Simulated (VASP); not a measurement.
Here is a VASP 6.6.1 calculation.

The input INCAR:

```
PREC = Accurate ; ENCUT = 500
EDIFF = 1E-6 ; ISMEAR = 1
SIGMA = 0.05 ; LREAL = False
LASPH = True ; NELM = 120
ALGO = Normal ; ISIF = 2
LWAVE = False ; LCHARG = False
GGA = PS ; NBANDS = 13
GGA_COMPAT = False
```

KPOINTS

```
regular mesh
0
Gamma
  7 7 7
```

POSCAR

```
Pb
1.0
    0.0000000000      2.4726367171      2.4726367171
    2.4726367171      0.0000000000      2.4726367171
    2.4726367171      2.4726367171      0.0000000000
Pb
1
Direct
    0.0000000000      0.0000000000      0.0000000000
```

Potentials or basis: VASP PAW PBE potentials, release 64 (Pb_d).

Run with:

```sh
$ cat potpaw_PBE.64/Pb_d/POTCAR > POTCAR
$ mpirun -np 1 vasp_std > vasp.out
```

Question: Estimate the band gap on the k mesh.

Answer: Zero (bands 7 and 8 overlap by 8.90 eV).

Question: What does it give for the pressure?

Answer: 0.0 GPa.

Caveat: the PAW data sets were made with another functional, which shifts forces and pressure a little; spin-orbit coupling is left out, which moves the levels of the heavy elements.
